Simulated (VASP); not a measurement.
# SnSe2 (P-3m1) in VASP: a series of runs, part 2 of 3

VASP 6.6.1.

### Step 4. Single point, r2SCAN

This run uses another cell than the first one, of 29.45 Å³/atom.

Input file POSCAR:

```
SnSe2
1.0
    3.8405603077      0.0000000000      0.0000000000
   -1.9202801539      3.3260227912      0.0000000000
    0.0000000000      0.0000000000      6.9161097711
Sn Se
1 2
Direct
    0.0000000000      0.0000000000      0.0000000000
    0.6666666667      0.3333333333      0.7721395631
    0.3333333333      0.6666666667      0.2278604369
```

Input file INCAR.step1:

```
SYSTEM = SnSe2
  ALGO = Normal
  EDIFF = 1E-4
  ENCUT = 520
  GGA = PE
  ISMEAR = 0
  LASPH = .True.
  LCHARG = .False.
  LREAL = .False.
  LWAVE = .True.
  NBANDS = 20
  NELM = 80
  PREC = Accurate
  SIGMA = 0.02
```

Input file INCAR.step2:

```
SYSTEM = SnSe2
  ALGO = Normal
  EDIFF = 1E-6
  ENCUT = 520
  ISIF = 2
  ISMEAR = 0
  ISTART = 1
  LASPH = .True.
  LCHARG = .False.
  LMIXTAU = .True.
  LREAL = .False.
  LWAVE = .False.
  METAGGA = R2SCAN
  NBANDS = 20
  NELM = 80
  PREC = Accurate
  SIGMA = 0.02
```

Input file KPOINTS:

```
k-points
0
Gamma
  12 12 4
  0 0 0
```

Potentials or basis: VASP PAW PBE potentials, release 64 (Sn_d, Se).

Run with:

```
$ cat potpaw_PBE.64/Sn_d/POTCAR potpaw_PBE.64/Se/POTCAR > POTCAR
$ cp INCAR.step1 INCAR
$ mpirun -np 1 vasp_std > vasp.out
$ cp INCAR.step2 INCAR
$ mpirun -np 1 vasp_std > vasp.out
```

OUTCAR:

```text
SYSTEM = SnSe2
   EDIFF = 1E-6
   ENCUT = 520
   ISIF = 2
   ISMEAR = 0
   ISTART = 1
   LASPH = .True.
   LREAL = .False.
   METAGGA = R2SCAN
   NELM = 80
   PREC = Accurate

 ion  position               nearest neighbor table
   1  0.000  0.000  0.000-   2 2.72   3 2.72   3 2.72   2 2.72   2 2.72   3 2.72
   2  0.667  0.333  0.772-   1 2.72   1 2.72   1 2.72
   3  0.333  0.667  0.228-   1 2.72   1 2.72   1 2.72

  LATTYP: Found a hexagonal cell.
 ALAT       =     3.8405603077
 C/A-ratio  =     1.8008074908

  Lattice vectors:

 A1 = (   3.8405603077,   0.0000000000,   0.0000000000)
 A2 = (  -1.9202801539,   3.3260227912,   0.0000000000)
 A3 = (   0.0000000000,   0.0000000000,   6.9161097711)

Analysis of symmetry for initial positions (statically):
=====================================================================
 Subroutine PRICEL returns:
 Original cell was already a primitive cell.

 Routine SETGRP: Setting up the symmetry group for a
 hexagonal supercell.

 Subroutine GETGRP returns: Found 12 space group operations
[... 158 lines left out ...]
 number of electron      25.9999995 magnetization

 Free energy of the ion-electron system (eV)
  ---------------------------------------------------
  ext. energy  EPLUGINS =         0.00000000
  ---------------------------------------------------
  free energy    TOTEN  =       -54.63126516 eV

  energy without entropy =      -54.63126516  energy(sigma->0) =      -54.63126516

 E-fermi :   2.5669     XC(G=0):  -9.2120

 val. band max:        2.4599037213   @ k =   0.1667  -0.0000   0.0000
 cond. band min:       3.4993456605   @ k =   0.5000  -0.0000   0.5000
 fundamental gap:      1.0394419392
 Fermi energy:         2.5669178539

 k-point     1 :       0.0000    0.0000    0.0000
  band No.  band energies     occupation
      1     -19.3181      2.00000
      2     -19.3181      2.00000
      3     -19.2632      2.00000
      4     -19.2563      2.00000
      5     -19.2563      2.00000
      6     -11.5546      2.00000
[... 541 lines left out ...]
     19      11.2318      0.00000
     20      11.6776      0.00000

 [... further k-points ...]
[... 5 lines left out ...]
  --------------------------------------------------------------------------------------
  -------------------------------------------------------------------------------------
  Total       -0.0824314     -0.0824314     -0.2193077      0.0000000     -0.0000000     -0.0000000
  in kB       -1.4949329     -1.4949329     -3.9772487      0.0000000     -0.0000000     -0.0000000
  external PRESSURE =      -2.3223715 kB  Pullay stress =       0.0000000 kB

 VOLUME and BASIS-vectors are now :
 -----------------------------------------------------------------------------
  energy-cutoff  :      520.00
  volume of cell :       88.34
      direct lattice vectors                 reciprocal lattice vectors
     3.840560308  0.000000000  0.000000000     0.260378674  0.150329697  0.000000000
    -1.920280154  3.326022791  0.000000000     0.000000000  0.300659395  0.000000000
     0.000000000  0.000000000  6.916109771     0.000000000  0.000000000  0.144589955

 POSITION                                       TOTAL-FORCE (eV/Angst)
 -----------------------------------------------------------------------------------
      0.00000      0.00000      0.00000         0.000000      0.000000      0.000000
      1.92028      1.10867      5.34020        -0.000000      0.000000     -0.013198
     -0.00000      2.21735      1.57591         0.000000     -0.000000      0.013198
 -----------------------------------------------------------------------------------
    total drift:                               -0.000000     -0.000000      0.000000

  FREE ENERGIE OF THE ION-ELECTRON SYSTEM (eV)
  ---------------------------------------------------
  free  energy   TOTEN  =       -54.6312651602 eV

  energy  without entropy=      -54.6312651602  energy(sigma->0) =      -54.63126516
```

OUTCAR.step1:

```text
SYSTEM = SnSe2
   EDIFF = 1E-4
   ENCUT = 520
   GGA = PE
   ISMEAR = 0
[... 779 lines left out ...]
      0.00000      0.00000      0.00000        -0.000000      0.000000      0.000000
      1.92028      1.10867      5.34020        -0.000000      0.000000     -0.283712
     -0.00000      2.21735      1.57591         0.000000     -0.000000      0.283712
 -----------------------------------------------------------------------------------
    total drift:                               -0.000000      0.000000      0.000000

  FREE ENERGIE OF THE ION-ELECTRON SYSTEM (eV)
  ---------------------------------------------------
  free  energy   TOTEN  =       -11.8615096157 eV

  energy  without entropy=      -11.8615096157  energy(sigma->0) =      -11.86150962
```

OSZICAR.step1:

```text
N       E                     dE             d eps       ncg     rms          rms(c)
DAV:   1     0.205666508550E+03    0.20567E+03   -0.12114E+04  2800   0.143E+03
DAV:   2     0.125103023136E+02   -0.19316E+03   -0.18559E+03  2948   0.367E+02
DAV:   3    -0.112717710742E+02   -0.23782E+02   -0.23290E+02  3324   0.115E+02
DAV:   4    -0.121143114795E+02   -0.84254E+00   -0.84125E+00  3320   0.233E+01
DAV:   5    -0.121356878301E+02   -0.21376E-01   -0.21375E-01  3776   0.381E+00    0.486E+00
DAV:   6    -0.118790808574E+02    0.25661E+00   -0.52862E-01  4204   0.744E+00    0.313E+00
DAV:   7    -0.118612390062E+02    0.17842E-01   -0.15694E-01  3188   0.247E+00    0.975E-01
DAV:   8    -0.118609553335E+02    0.28367E-03   -0.12872E-02  3516   0.107E+00    0.270E-01
DAV:   9    -0.118614918352E+02   -0.53650E-03   -0.14901E-03  2996   0.305E-01    0.848E-02
DAV:  10    -0.118615096157E+02   -0.17780E-04   -0.10624E-04  2528   0.764E-02
   1 F= -.11861510E+02 E0= -.11861510E+02  d E =-.118190E-34
```

Wall time 3.1 min (1 thread of Intel Xeon 6975P-C (Granite Rapids), shared host); peak memory 0.3 GiB.

Results:

| Property | Result |
| --- | --- |
| Free energy | -54.6313 eV |
| Pressure | -0.2 GPa |
| Largest force | 0.013 eV/Å |
| Band gap on the k mesh | 1.04 eV (least direct gap 1.44 eV) |

Forces on the atoms (eV/Å):
```
Sn   0.000  0.000  0.000
Se   0.000  0.000 -0.013
Se   0.000  0.000  0.013
```

Stress tensor (GPa, compression positive):
```
-0.15  0.00  0.00
 0.00 -0.15  0.00
 0.00  0.00 -0.40
```

Levels at points of the mesh, in eV from the valence-band top:
| k point | band 11 | band 12 | band 13 | band 14 | band 15 | band 16 |
| --- | --- | --- | --- | --- | --- | --- |
| (0.00, 0.00, 0.00) | -0.51 | -0.13 | -0.13 | 1.60 | 3.64 | 5.06 |
| (0.50, 0.00, 0.00) | -2.34 | -0.80 | -0.28 | 1.24 | 4.44 | 6.13 |
| (0.00, 0.00, 0.50) | -0.53 | -0.09 | -0.09 | 2.49 | 3.59 | 4.98 |
| (0.50, 0.00, 0.50) | -2.10 | -0.65 | -0.40 | 1.04 | 4.75 | 5.41 |

Caveat: the PAW data sets were made with another functional, which shifts forces and pressure a little; spin-orbit coupling is left out, which moves the levels of the heavy elements.

[end of part 2 of 3]
